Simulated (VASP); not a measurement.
# CaGeH6 (Fm-3m) in VASP: a series of runs

Runs on CaGeH6. Level: PBEsol. Tasks: single point, relaxation of cell and atoms.

Everything below comes from runs of VASP 6.6.1. Logs are shortened: lines on timing, memory, paths and dates and some standing lists are left out, and cuts for length are marked.

### Step 1. The cell of the first run

It takes space group Fm-3m (No. 225, cubic). The conventional cell has a = 7.702 Å, b = 7.702 Å, c = 7.702 Å, α = 90.00°, β = 90.00°, γ = 90.00°. Ca (site symmetry m-3m) has 6 H at 2.18 Å within 2.9 Å. Within 2.2 Å of Ge (site symmetry m-3m) lie 6 H at 1.67 Å. Within 2.2 Å of H (site symmetry 4mm) lie 1 Ge at 1.67 Å and 1 Ca at 2.18 Å.

### Step 2. Single point, PBEsol

INCAR

```
PREC     = Accurate       # precision mode
ENCUT    = 520            # plane-wave cutoff, eV
EDIFF    = 1E-7           # SCF threshold, eV
ISMEAR   = -1             # smearing method
SIGMA    = 0.03           # smearing width, eV
LREAL    = F              # projectors in reciprocal space
LASPH    = T              # aspherical terms in the spheres
NELM     = 100            # most SCF steps
ALGO     = Normal         # electronic algorithm
ISIF     = 2              # what is computed and relaxed
LWAVE    = F              # write WAVECAR
LCHARG   = T              # write CHGCAR
GGA      = PS             # functional
LELF     = T              # ELF
LVHAR    = T            
NBANDS   = 25             # bands
```

KPOINTS

```
regular mesh
0
Gamma
  6 6 6
```

POSCAR

```
CaGeH6
1.0
    0.0000000000      3.8508018563      3.8508018563
    3.8508018563      0.0000000000      3.8508018563
    3.8508018563      3.8508018563      0.0000000000
Ca Ge H
1 1 6
Direct
    0.5000000000      0.5000000000      0.5000000000
    0.0000000000      0.0000000000      0.0000000000
    0.7835258614      0.2164741386      0.2164741386
    0.2164741386      0.7835258614      0.7835258614
    0.2164741386      0.7835258614      0.2164741386
    0.7835258614      0.2164741386      0.7835258614
    0.2164741386      0.2164741386      0.7835258614
    0.7835258614      0.7835258614      0.2164741386
```

Potentials or basis: VASP PAW PBE potentials, release 64 (Ca_sv, Ge_d, H).

Started as:

```
> cat potpaw_PBE.64/Ca_sv/POTCAR potpaw_PBE.64/Ge_d/POTCAR potpaw_PBE.64/H/POTCAR > POTCAR
> mpirun -np 1 vasp_std > vasp.out
```

OUTCAR:

```text
PREC = Accurate
   ENCUT = 520
   EDIFF = 1E-7
   ISMEAR = -1
   LREAL = F
   LASPH = T
   NELM = 100
   ISIF = 2
   GGA = PS

 ion  position               nearest neighbor table
   1  0.500  0.500  0.500-
   2  0.000  0.000  0.000-   3 1.67   4 1.67   5 1.67   6 1.67   7 1.67   8 1.67
   3  0.784  0.216  0.216-   2 1.67
   4  0.216  0.784  0.784-   2 1.67
   5  0.216  0.784  0.216-   2 1.67
   6  0.784  0.216  0.784-   2 1.67
   7  0.216  0.216  0.784-   2 1.67
   8  0.784  0.784  0.216-   2 1.67

  LATTYP: Found a face centered cubic cell.
 ALAT       =     7.7016037126

  Lattice vectors:

 A1 = (   0.0000000000,   3.8508018563,   3.8508018563)
 A2 = (   3.8508018563,   0.0000000000,   3.8508018563)
 A3 = (   3.8508018563,   3.8508018563,   0.0000000000)

Analysis of symmetry for initial positions (statically):
=====================================================================
 Subroutine PRICEL returns:
 Original cell was already a primitive cell.

 Routine SETGRP: Setting up the symmetry group for a
 face centered cubic supercell.

 Subroutine GETGRP returns: Found 48 space group operations
 (whereof 48 operations were pure point group operations)
 out of a pool of 48 trial point group operations.

The static configuration has the point symmetry O_h .

Analysis of symmetry for dynamics (positions and initial velocities):
=====================================================================
 Subroutine PRICEL returns:
 Original cell was already a primitive cell.

 Routine SETGRP: Setting up the symmetry group for a
 face centered cubic supercell.

 Subroutine GETGRP returns: Found 48 space group operations
 (whereof 48 operations were pure point group operations)
 out of a pool of 48 trial point group operations.

The dynamic configuration has the point symmetry O_h .

 Subroutine INISYM returns: Found 48 space group operations
 (whereof 48 operations are pure point group operations),
 and found     1 'primitive' translations

----------------------------------------------------------------------------------------

                                     Primitive cell

  volume of cell :     114.2046

  direct lattice vectors                    reciprocal lattice vectors
     0.000000000  3.850801856  3.850801856    -0.129843087  0.129843087  0.129843087
     3.850801856  0.000000000  3.850801856     0.129843087 -0.129843087  0.129843087
     3.850801856  3.850801856  0.000000000     0.129843087  0.129843087 -0.129843087

  length of vectors
     5.445856211  5.445856211  5.445856211     0.224894823  0.224894823  0.224894823

  position of ions in fractional coordinates (direct lattice)
     0.500000000  0.500000000  0.500000000
     0.000000000  0.000000000  0.000000000
     0.783525861  0.216474139  0.216474139
     0.216474139  0.783525861  0.783525861
     0.216474139  0.783525861  0.216474139
     0.783525861  0.216474139  0.783525861
     0.216474139  0.216474139  0.783525861
     0.783525861  0.783525861  0.216474139

  ion indices of the primitive-cell ions
   primitive index   ion index
                 1           1
                 2           2
                 3           3
                 4           4
                 5           5
                 6           6
                 7           7
                 8           8

----------------------------------------------------------------------------------------

 KPOINTS: regular mesh

Automatic generation of k-mesh.
 Grid dimensions read from file:
 generate k-points for:    6    6    6

 Generating k-lattice:

  Cartesian coordinates                     Fractional coordinates (reciprocal lattice)
    -0.021640514  0.021640514  0.021640514     0.166666667  0.000000000  0.000000000
     0.021640514 -0.021640514  0.021640514     0.000000000  0.166666667  0.000000000
     0.021640514  0.021640514 -0.021640514     0.000000000  0.000000000  0.166666667

  Length of vectors
     0.037482471  0.037482471  0.037482471

  Shift w.r.t. Gamma in fractional coordinates (k-lattice)
     0.000000000  0.000000000  0.000000000

 Subroutine IBZKPT returns following result:
 ===========================================

 Found     16 irreducible k-points:

 Following reciprocal coordinates:
            Coordinates               Weight
  0.000000  0.000000  0.000000      1.000000
  0.166667  0.000000  0.000000      8.000000
  0.333333  0.000000  0.000000      8.000000
  0.500000  0.000000  0.000000      4.000000
  0.166667  0.166667  0.000000      6.000000
  0.333333  0.166667  0.000000     24.000000
[... 8 lines left out ...]
 -0.333333  0.333333  0.166667     24.000000
 -0.333333  0.500000  0.166667     12.000000
   k-points           NKPTS =     16   k-points in BZ     NKDIM =     16   number of bands    NBANDS=     25
   number of dos      NEDOS =    301   number of ions     NIONS =      8
   total plane-waves  NPLWV =  74088
   dimension x,y,z NGX =    42 NGY =   42 NGZ =   42
   dimension x,y,z NGXF=    84 NGYF=   84 NGZF=   84
   ions per type =               1   1   6
   NGX,Y,Z   is equivalent  to a cutoff of  12.82, 12.82, 12.82 a.u.
   NGXF,Y,Z  is equivalent  to a cutoff of  25.64, 25.64, 25.64 a.u.
 SYSTEM =  unknown system
   PREC   = accura    normal or accurate (medium, high low for compatibility)
   ISTART =      0    job   : 0-new  1-cont  2-samecut
   ICHARG =      2    charge: 1-file 2-atom 10-const
   ISPIN  =      1    spin polarized calculation?
   LNONCOLLINEAR =      F non collinear calculations
   LSORBIT =      F    spin-orbit coupling
   LASPH  =      T    aspherical Exc in radial PAW
   ENCUT  =  520.0 eV  38.22 Ry    6.18 a.u.  10.13 10.13 10.13*2*pi/ulx,y,z
   NELM   =    100;   NELMIN=  2; NELMDL= -5     # of ELM steps
   EDIFF  = 0.1E-06   stopping-criterion for ELM
   LREAL  =      F    real-space projection
   EDIFFG = 0.1E-05   stopping-criterion for IOM
   NSW    =      0    number of steps for IOM
   IBRION =     -1    ionic relax: 0-MD 1-quasi-New 2-CG
   NFREE  =      0    steps in history (QN), initial steepest desc. (CG)
   ISIF   =      2    stress and relaxation
   ISYM   =      2    0-nonsym 1-usesym 2-fastsym
   POTIM  = 0.5000    time-step for ionic-motion
   TEBEG  =    0.0;   TEEND  =   0.0 temperature during run
   PSTRESS=    0.0 pullay stress
   NELECT =      30.0000    total number of electrons
   NUPDOWN=      -1.0000    fix difference up-down
   EMIN   =  10.00;   EMAX   =-10.00  energy-range for DOS
   EFERMI =   0.00;   METHOD = LEGACY
   ISMEAR =    -1;   SIGMA  =   0.03  broadening in eV -4-tet -1-fermi 0-gaus
   EFERMI_NEDOS =   21; number of points for ismear=-14 and -15
   IALGO  =     38    algorithm
   IMIX   =      4    mixing-type and parameters
     AMIX     =   0.40;   BMIX     =  1.00
     AMIX_MAG =   1.60;   BMIX_MAG =  1.00
  volume/ion in A,a.u.               =      14.28        96.34
  Fermi-wavevector in a.u.,A,eV,Ry     =   1.048465  1.981312 14.956607  1.099280
  Thomas-Fermi vector in A             =   2.183388
   LORBIT       =      0    0 simple, 1 ext, 2 COOP (PROOUT), +10 PAW based schemes
   GGA     = PS    functional components
   LHFCALC =     F    Hartree Fock is set to
   AEXX    =    0.0000 exact exchange contribution
   IVDW    =     0    specifies the selected vdW correction
   LEPSILON=     F    determine dielectric tensor
   LRPA    =     F    only Hartree local field effects (RPA)
 non-spin polarized calculation
  energy-cutoff  :      520.00
  volume of cell :      114.20
 maximum number of plane-waves:      3119
 NGX is ok and might be reduce to    42
   NGX = 21   NGY = 21   NGZ = 21

 number of electron      29.9999986 magnetization

 Free energy of the ion-electron system (eV)
  ---------------------------------------------------
  ext. energy  EPLUGINS =         0.00000000
  ---------------------------------------------------
  free energy    TOTEN  =       -25.98524246 eV

  energy without entropy =      -25.98524246  energy(sigma->0) =      -25.98524246

 E-fermi :  -0.3204     XC(G=0):  -7.2465

 val. band max:       -0.9170105722   @ k =  -0.3333   0.1667   0.0000
 cond. band min:       0.1707949571   @ k =   0.0000   0.0000   0.0000
 fundamental gap:      1.0878055294
 Fermi energy:        -0.3203575104

 k-point     1 :       0.0000    0.0000    0.0000
  band No.  band energies     occupation
      1     -40.5888      2.00000
      2     -24.2606      2.00000
      3     -24.2606      2.00000
      4     -24.1860      2.00000
      5     -24.1860      2.00000
      6     -24.1860      2.00000
[... 17 lines left out ...]
     24       6.5236      0.00000
     25       7.7014      0.00000

 k-point     2 :       0.1667    0.0000    0.0000
  band No.  band energies     occupation
      1     -40.5887      2.00000
      2     -24.2607      2.00000
      3     -24.2607      2.00000
      4     -24.1859      2.00000
      5     -24.1859      2.00000
      6     -24.1859      2.00000
[... 17 lines left out ...]
     24       7.2334      0.00000
     25       7.2888      0.00000

 k-point     3 :       0.3333    0.0000    0.0000
  band No.  band energies     occupation
      1     -40.5887      2.00000
      2     -24.2608      2.00000
      3     -24.2608      2.00000
      4     -24.1859      2.00000
      5     -24.1859      2.00000
      6     -24.1859      2.00000
[... 328 lines left out ...]
 k-point    15 :      -0.3333    0.3333    0.1667
  band No.  band energies     occupation
      1     -40.5887      2.00000
      2     -24.2608      2.00000
      3     -24.2607      2.00000
      4     -24.1859      2.00000
      5     -24.1859      2.00000
      6     -24.1859      2.00000
[... 17 lines left out ...]
     24       7.1429      0.00000
     25       7.6547      0.00000

 k-point    16 :      -0.3333    0.5000    0.1667
  band No.  band energies     occupation
      1     -40.5886      2.00000
      2     -24.2607      2.00000
      3     -24.2606      2.00000
      4     -24.1859      2.00000
      5     -24.1859      2.00000
      6     -24.1858      2.00000
[... 17 lines left out ...]
     24       7.5381      0.00000
     25       7.8982      0.00000

------------------------ aborting loop because EDIFF is reached ----------------------------------------

  FORCE on cell =-STRESS in cart. coord.  units (eV):
  Direction    XX          YY          ZZ          XY          YZ          ZX
  --------------------------------------------------------------------------------------
  -------------------------------------------------------------------------------------
  Total       -0.0622540     -0.0622540     -0.0622540      0.0000000      0.0000000      0.0000000
  in kB       -0.8733614     -0.8733614     -0.8733614      0.0000000      0.0000000      0.0000000
  external PRESSURE =      -0.8733614 kB  Pullay stress =       0.0000000 kB

 VOLUME and BASIS-vectors are now :
 -----------------------------------------------------------------------------
  energy-cutoff  :      520.00
  volume of cell :      114.20
      direct lattice vectors                 reciprocal lattice vectors
     0.000000000  3.850801856  3.850801856    -0.129843087  0.129843087  0.129843087
     3.850801856  0.000000000  3.850801856     0.129843087 -0.129843087  0.129843087
     3.850801856  3.850801856  0.000000000     0.129843087  0.129843087 -0.129843087

 POSITION                                       TOTAL-FORCE (eV/Angst)
 -----------------------------------------------------------------------------------
      3.85080      3.85080      3.85080        -0.000000     -0.000000     -0.000000
      0.00000      0.00000      0.00000        -0.000000     -0.000000      0.000000
      1.66720      3.85080      3.85080        -0.014053      0.000000      0.000000
      6.03441      3.85080      3.85080         0.014053      0.000000      0.000000
      3.85080      1.66720      3.85080        -0.000000     -0.014053      0.000000
      3.85080      6.03441      3.85080        -0.000000      0.014053      0.000000
      3.85080      3.85080      1.66720        -0.000000      0.000000     -0.014053
      3.85080      3.85080      6.03441        -0.000000      0.000000      0.014053
 -----------------------------------------------------------------------------------
    total drift:                               -0.000000     -0.000000     -0.000000

  FREE ENERGIE OF THE ION-ELECTRON SYSTEM (eV)
  ---------------------------------------------------
  free  energy   TOTEN  =       -25.9852424650 eV

  energy  without entropy=      -25.9852424641  energy(sigma->0) =      -25.98524246
```

Wall time 36 s (1 thread of Intel Xeon 6975P-C, shared host); peak memory 0.28 GiB.

Results:

| Item | Value |
| --- | --- |
| Free energy | -25.9852 eV |
| Pressure | -0.1 GPa |
| Largest force | 0.014 eV/Å |
| Band gap on the k mesh | 1.09 eV, indirect (least direct gap 1.65 eV) |

Forces on the atoms (eV/Å):
```
Ca   0.000  0.000  0.000
Ge   0.000  0.000  0.000
H   -0.014  0.000  0.000
H    0.014  0.000  0.000
H    0.000 -0.014  0.000
H    0.000  0.014  0.000
H    0.000  0.000 -0.014
H    0.000  0.000  0.014
```

Levels at points of the mesh, in eV from the valence-band top:
```csv
k point,band 11,band 12,band 13,band 14,band 15,band 16,band 17,band 18,band 19,band 20
"(0.00, 0.00, 0.00)",-3.19,-3.19,-3.19,-0.56,-0.56,1.09,3.87,3.87,3.87,6.78
"(0.50, 0.00, 0.00)",-4.30,-3.48,-3.48,-0.01,-0.01,3.07,4.23,4.62,4.62,5.15
"(0.50, 0.50, 0.00)",-3.78,-3.44,-3.44,-1.43,-0.35,3.01,3.16,5.05,5.05,6.32
```

Caveat: the PAW data sets were made with another functional, which shifts forces and pressure a little. A k mesh can miss the band edges.

### Step 3. Relaxation of cell and atoms, PBEsol

This run uses another cell than the first one, of 12.77 Å³/atom, 0.895 times its volume.

INCAR

```
  PREC = Accurate
  ENCUT = 600
  EDIFF = 1E-6
  ISMEAR = -1
  SIGMA = 0.03
  LREAL = F
  LASPH = T
  NELM = 100
  ALGO = Normal
  ISIF = 3
  LWAVE = F
  LCHARG = F
  GGA = PS
  IBRION = 2
  NSW = 100
  EDIFFG = -0.01
```

KPOINTS is that of step 2.

POSCAR

```
CaGeH6
1.0
    0.0000000000      3.7107561500      3.7107561500
    3.7107561500      0.0000000000      3.7107561500
    3.7107561500      3.7107561500      0.0000000000
Ca Ge H
1 1 6
Direct
    0.5000000000      0.5000000000      0.5000000000
    0.0000000000      0.0000000000      0.0000000000
    0.7476230800      0.2523769200      0.2523769200
    0.2523769200      0.7476230800      0.7476230800
    0.2523769200      0.7476230800      0.2523769200
    0.7476230800      0.2523769200      0.7476230800
    0.2523769200      0.2523769200      0.7476230800
    0.7476230800      0.7476230800      0.2523769200
```

Potentials or basis: VASP PAW PBE potentials, release 64 (Ca_sv, Ge_d, H).

Started as:

```
> cat potpaw_PBE.64/Ca_sv/POTCAR potpaw_PBE.64/Ge_d/POTCAR potpaw_PBE.64/H/POTCAR > POTCAR
> mpirun -np 1 vasp_std > vasp.out
```

It took 4.4 min on 1 thread of Intel Xeon 6975P-C, shared host; peak memory 0.3 GiB.

The run converged. Its results:

* Free energy: -25.9841 eV
* Relaxed volume: 14.27 Å³/atom
* Relaxed cell: a = 5.445 Å, b = 5.445 Å, c = 5.445 Å, α = 60.00°, β = 60.00°, γ = 60.00°
* Space group after relaxing (to 0.05 Å): Fm-3m (No. 225)
* Energy gained by relaxing: 324.2 meV/atom
* Ionic steps: 9
* Pressure after relaxing: 0.0 GPa
* Largest force after relaxing: 0.007 eV/Å
* Band gap on the k mesh: 1.09 eV, indirect (least direct gap 1.65 eV)

Forces on the atoms (eV/Å):
```
Ca   0.000  0.000  0.000
Ge   0.000  0.000  0.000
H   -0.007  0.000  0.000
H    0.007  0.000  0.000
H    0.000 -0.007  0.000
H    0.000  0.007  0.000
H    0.000  0.000 -0.007
H    0.000  0.000  0.007
```

Step by step:
```tsv
step	energy change (eV)	largest force (eV/Å)	pressure (GPa)	volume (Å³)
1	0.0000	3.1982	1.95	102.19
2	-2.1283	1.3174	1.01	104.51
3	-2.5273	0.0759	2.89	106.03
4	-2.5270	0.0017	2.80	105.95
5	-2.5742	0.1262	1.01	109.99
6	-2.5808	0.2409	-0.52	114.16
7	-2.5828	0.2061	-0.05	112.85
8	-2.5928	0.0591	-0.07	113.81
9	-2.5937	0.0066	-0.03	114.15
```

Final structure:
```
Ca Ge H
1.0
     0.00000    3.85020    3.85020
     3.85020    0.00000    3.85020
     3.85020    3.85020    0.00000
Ca Ge H
1 1 6
Direct
  0.50000 0.50000 0.50000
  0.00000 0.00000 0.00000
  0.78357 0.21643 0.21643
  0.21643 0.78357 0.78357
  0.21643 0.78357 0.21643
  0.78357 0.21643 0.78357
  0.21643 0.21643 0.78357
  0.78357 0.78357 0.21643
```

Levels at points of the mesh, in eV from the valence-band top:
| k point | band 11 | band 12 | band 13 | band 14 | band 15 | band 16 | band 17 | band 18 | band 19 | band 20 |
| --- | --- | --- | --- | --- | --- | --- | --- | --- | --- | --- |
| (0.00, 0.00, 0.00) | -3.19 | -3.19 | -3.19 | -0.56 | -0.56 | 1.09 | 3.86 | 3.86 | 3.86 | 6.78 |
| (0.50, 0.00, 0.00) | -4.31 | -3.48 | -3.48 | -0.01 | -0.01 | 3.08 | 4.23 | 4.62 | 4.62 | 5.15 |
| (0.50, 0.50, 0.00) | -3.78 | -3.45 | -3.45 | -1.43 | -0.35 | 3.01 | 3.15 | 5.05 | 5.05 | 6.32 |

Caveat: the PAW data sets were made with another functional, which shifts forces and pressure a little. A k mesh can miss the band edges.
